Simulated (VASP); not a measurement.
# AlN (F-43m) in VASP: further runs, part 2 of 2

VASP 6.6.1. Earlier steps stand in the parts before.

## (3) G0W0 quasiparticle levels, LDA

Contents of POSCAR:

```
AlN
1.0
    0.0000000000      2.1848764218      2.1848764218
    2.1848764218      0.0000000000      2.1848764218
    2.1848764218      2.1848764218      0.0000000000
Al N
1 1
Direct
    0.0000000000      0.0000000000      0.0000000000
    0.2500000000      0.2500000000      0.2500000000
```

Contents of INCAR.step1:

```
PREC     = Accurate       # precision mode
ENCUT    = 500            # plane-wave cutoff, eV
EDIFF    = 1E-8           # SCF threshold, eV
ISMEAR   = 0              # smearing method
SIGMA    = 0.01           # smearing width, eV
LREAL    = False          # projectors in reciprocal space
LASPH    = True           # aspherical terms in the spheres
NELM     = 100            # most SCF steps
ALGO     = Normal         # electronic algorithm
LWAVE    = True           # write WAVECAR
LCHARG   = False          # write CHGCAR
```

Contents of INCAR.step2:

```
PREC     = Accurate       # precision mode
ENCUT    = 500            # plane-wave cutoff, eV
EDIFF    = 1E-8           # SCF threshold, eV
ISMEAR   = 0              # smearing method
SIGMA    = 0.01           # smearing width, eV
LREAL    = False          # projectors in reciprocal space
LASPH    = True           # aspherical terms in the spheres
NELM     = 1              # most SCF steps
ALGO     = Exact          # electronic algorithm
LWAVE    = True           # write WAVECAR
LCHARG   = False          # write CHGCAR
NBANDS   = 82             # bands
LOPTICS  = True           # frequency-dependent dielectric function
ISTART   = 1
```

Contents of INCAR.step3:

```
PREC     = Accurate       # precision mode
ENCUT    = 500            # plane-wave cutoff, eV
EDIFF    = 1E-8           # SCF threshold, eV
ISMEAR   = 0              # smearing method
SIGMA    = 0.01           # smearing width, eV
LREAL    = False          # projectors in reciprocal space
LASPH    = True           # aspherical terms in the spheres
ALGO     = EVGW0          # electronic algorithm
LWAVE    = False          # write WAVECAR
LCHARG   = False          # write CHGCAR
NELMGW   = 1            
NBANDS   = 82             # bands
ENCUTGW  = 140.0          # cutoff of the response function
NOMEGA   = 96             # frequency points
PRECFOCK = Fast         
ISTART   = 1            
NBANDSGW = 12           
OMEGAMAX = 20
```

Contents of KPOINTS:

```
Automatic mesh
0
Gamma
  6 6 6
```

Potentials or basis: VASP PAW LDA potentials, release 64 (Al_GW, N_GW).

On the command line:

```console
$ cat potpaw_LDA.64/Al_GW/POTCAR potpaw_LDA.64/N_GW/POTCAR > POTCAR
$ cp INCAR.step1 INCAR
$ mpirun -np 1 vasp_std > vasp.out
$ cp INCAR.step2 INCAR
$ mpirun -np 1 vasp_std > vasp.out
$ cp INCAR.step3 INCAR
$ mpirun -np 1 vasp_std > vasp.out
```

OUTCAR:

```text
PREC = Accurate
   ENCUT = 500
   EDIFF = 1E-8
   ISMEAR = 0
   LREAL = False
   LASPH = True
   NELMGW = 1
   ENCUTGW = 140.0
   PRECFOCK = Fast
   ISTART = 1

 ion  position               nearest neighbor table
   1  0.000  0.000  0.000-   2 1.89   2 1.89   2 1.89   2 1.89
   2  0.250  0.250  0.250-   1 1.89   1 1.89   1 1.89   1 1.89

  LATTYP: Found a face centered cubic cell.
 ALAT       =     4.3697528436

  Lattice vectors:

 A1 = (   0.0000000000,   2.1848764218,   2.1848764218)
 A2 = (   2.1848764218,   0.0000000000,   2.1848764218)
 A3 = (   2.1848764218,   2.1848764218,   0.0000000000)

Analysis of symmetry for initial positions (statically):
=====================================================================
[... 158 lines left out ...]
   NELMGW              =     1    number of iterations in solving QP/BSE equation
   NELMHF              =     1    number of iterations in the inner HF iteration
   NKREDLFX            =     1    NKREDLFY  =   1   NKREDLFZ  =   1
 non-spin polarized calculation
 Gauss-broadening in eV      SIGMA  =   0.01
  energy-cutoff  :      500.00
  volume of cell :       20.86
 maximum number of plane-waves:       544
 NGX is ok and might be reduce to    24
  NGX = 14; NGY = 14; NGZ = 14
   NGX = 11   NGY = 11   NGZ = 11
 maximum number of plane-waves:        82
 NGX is ok and might be reduce to    14

 QP shifts <psi_nk| G(iteration)W_0 |psi_nk>: iteration 1
 for sc-GW calculations column KS-energies equals QP-energies in previous step
 and V_xc(KS)=  KS-energies - (<T + V_ion + V_H > + <T+V_H+V_ion>^1  + <V_x>^1)

 k-point   1 :       0.0000    0.0000    0.0000
  band No.  KS-energies  QP-energies   sigma(KS)   V_xc(KS)     V^pw_x(r,r')   Z            occupation Imag(sigma)

      1      -9.9939     -11.4103     -16.6147     -14.6763     -24.5625       0.7307       2.0000       1.2014
      2       4.8268       4.1518     -17.7577     -16.8890     -20.7078       0.7770       2.0000       0.0362
      3       4.8268       4.1518     -17.7577     -16.8890     -20.7078       0.7770       2.0000       0.0362
      4       4.8268       4.1518     -17.7577     -16.8890     -20.7078       0.7770       2.0000       0.0362
      5       9.0474       9.9195     -11.6996     -12.7799      -7.9522       0.8073       0.0000      -0.0486
      6      17.1399      18.4728      -9.1035     -10.7686      -4.0554       0.8005       0.0000      -0.0893
      7      17.1399      18.4728      -9.1035     -10.7686      -4.0554       0.8005       0.0000      -0.0893
      8      17.1399      18.4728      -9.1035     -10.7686      -4.0554       0.8005       0.0000      -0.0893
      9      22.3357      23.6243      -9.2295     -10.8669      -3.6719       0.7869       0.0000      -0.2397
     10      22.3357      23.6243      -9.2295     -10.8669      -3.6719       0.7869       0.0000      -0.2397
     11      23.7179      24.5444      -9.0873     -10.1439      -2.6178       0.7823       0.0000      -0.6913
     12      23.7179      24.5444      -9.0873     -10.1439      -2.6178       0.7823       0.0000      -0.6913
[... 228 lines left out ...]
      1      -7.1738      -8.5349     -18.4942     -16.6436     -26.0665       0.7355       2.0000       0.8361
      2       0.4650      -0.5104     -15.1898     -13.8596     -19.0119       0.7333       2.0000       0.0903
      3       2.0110       1.0761     -15.8690     -14.6332     -19.2935       0.7565       2.0000       0.0600
      4       2.2896       1.3890     -15.4035     -14.2255     -18.5451       0.7646       2.0000       0.0524
      5       9.9871      10.9091     -10.3533     -11.4936      -6.4584       0.8085       0.0000      -0.0518
      6      14.9404      16.2056     -10.0776     -11.6496      -5.4337       0.8049       0.0000      -0.0666
      7      17.6265      18.8190      -9.9491     -11.4771      -4.3068       0.7804       0.0000      -0.1947
      8      17.6360      19.2262     -12.5257     -14.6166      -6.8906       0.7605       0.0000      -0.1484
      9      21.1133      22.4383     -10.4851     -12.2661      -4.0259       0.7439       0.0000      -0.3265
     10      24.7760      25.9611      -9.3356     -10.8677      -2.9623       0.7735       0.0000      -0.4872
     11      29.1616      30.7522     -11.0088     -13.0453      -4.0207       0.7811       0.0000      -0.9313
     12      30.3047      31.8670     -10.6962     -12.6787      -4.0987       0.7880       0.0000      -0.9183
```

OUTCAR.step1:

```text
PREC = Accurate
   ENCUT = 500
   EDIFF = 1E-8
   ISMEAR = 0
   LREAL = False
[... 386 lines left out ...]
      0.00000      0.00000      0.00000        -0.000000     -0.000000     -0.000000
      1.09244      1.09244      1.09244         0.000000      0.000000      0.000000
 -----------------------------------------------------------------------------------
    total drift:                               -0.000000     -0.000000     -0.000000

  FREE ENERGIE OF THE ION-ELECTRON SYSTEM (eV)
  ---------------------------------------------------
  free  energy   TOTEN  =       -16.4024332087 eV

  energy  without entropy=      -16.4024332087  energy(sigma->0) =      -16.40243321
```

OUTCAR.step2:

```text
PREC = Accurate
   ENCUT = 500
   EDIFF = 1E-8
   ISMEAR = 0
   LREAL = False
[... 848 lines left out ...]
     0.00000     4.90887     4.90887     4.90887     0.00000     0.00000    -0.00000
     1.80013     5.13090     5.13090     5.13090     0.00000     0.00000    -0.00000
     3.60025     6.26040     6.26040     6.26040     0.00000     0.00000    -0.00000
     5.40038     8.51123     8.51123     8.51123     0.00000     0.00000    -0.00000
     7.20051     7.65084     7.65084     7.65084    -0.00000     0.00000    -0.00000
     9.00063     5.24095     5.24095     5.24095     0.00000    -0.00000     0.00000
[... 92 lines left out ...]
   176.41244     0.98279     0.98279     0.98279    -0.00000    -0.00000     0.00000
   178.21257     0.98316     0.98316     0.98316    -0.00000    -0.00000     0.00000
```

It took 2.5 min on 1 thread of Intel Xeon Platinum 8375C at 2.90GHz (Ice Lake), shared host; peak memory 0.36 GiB.

Results:

```yaml
Quasiparticle_gap: 4.66 eV
Least_direct_quasiparticle_gap: 5.77 eV
Band_gap_of_the_starting_levels_on_the_mesh: 3.22 eV
Least_direct_gap_of_the_starting_levels_on_the_mesh: 4.22 eV
```

Caveat: the k points lie up to 0.42 Å⁻¹ apart; bands, screening cutoff and mesh are small and nothing is extrapolated, so the quasiparticle values aren't converged; the structure was generated, so it needn't be the stable form of AlN.
